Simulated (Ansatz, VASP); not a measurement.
One calculation of Pd, two programs

File INCAR:

```
PREC = Accurate ; ENCUT = 520
EDIFF = 1E-7 ; ISMEAR = -1
SIGMA = 0.1 ; LREAL = F
LASPH = T ; NELM = 80
ALGO = Normal ; ISIF = 2
LWAVE = F ; LCHARG = F
GGA = B5 ; ALDAX = 1.0
AGGAX = 1.0 ; AGGAC = 1.0
ALDAC = 0.0 ; NBANDS = 17
```

File KPOINTS:

```
Automatic mesh
0
Gamma
  14 14 8
```

File POSCAR:

```
Pd
1.0
    2.8330063848      0.0000000000      0.0000000000
   -1.4165031924      2.4534554983      0.0000000000
    0.0000000000      0.0000000000      4.7351445465
Pd
2
Direct
    0.3333333333      0.6666666667      0.2500000000
    0.6666666667      0.3333333333      0.7500000000
```

Input for Ansatz:

```yaml
crystal:
  lattice:
    - [2.8330063848, 0.0, 0.0]
    - [-1.4165031924, 2.4534554983, 0.0]
    - [0.0, 0.0, 4.7351445465]
  atoms:
    - { symbol: Pd, position: [0.3333333333, 0.6666666667, 0.25] }
    - { symbol: Pd, position: [0.6666666667, 0.3333333333, 0.75] }
hamiltonian:
  xc: blyp
  pseudopotentials:
    kind: paw
    azcp:
      Pd: "pseudopotentials/Pd.paw.azcp"
basis:
  ecutwfc: 420
  fft_grid_basis: typed
kpoints:
  mp_grid: { grid: [14, 14, 8], shift: [0, 0, 0] }
magnetization:
  spin_polarized: false
scf:
  occupations: { method: fermi_dirac, width: 0.1 }
  lower_state_search: "off"
output:
  stress: true
```

Alike in both runs: task single point; functional BLYP; k mesh 14 × 14 × 8; occupations fermi-dirac, width 0.1 eV; no spin polarisation.

|  | VASP | Ansatz |
| --- | --- | --- |
| version | VASP 6.6.1 | Ansatz 0.2.0 |
| potentials or method | VASP PAW PBE potentials, release 64 (Pd), cutoff 520 eV | plane waves (420 eV) with PAW, scalar-relativistic |
| valence electrons in the cell | 20 | 36 |

|  | VASP | Ansatz | Ansatz less VASP |
| --- | --- | --- | --- |
| pressure (GPa) | 0.2 | 0.0 | -0.28 |
| traceless stress, the component that is largest in VASP (GPa) | -0.40 | -0.34 | +0.060 |

VASP's potentials were made for PBE, not for BLYP. VASP's potentials hold 20 valence electrons a cell and Ansatz's 36, so a difference there can come from the potentials and not from the codes.
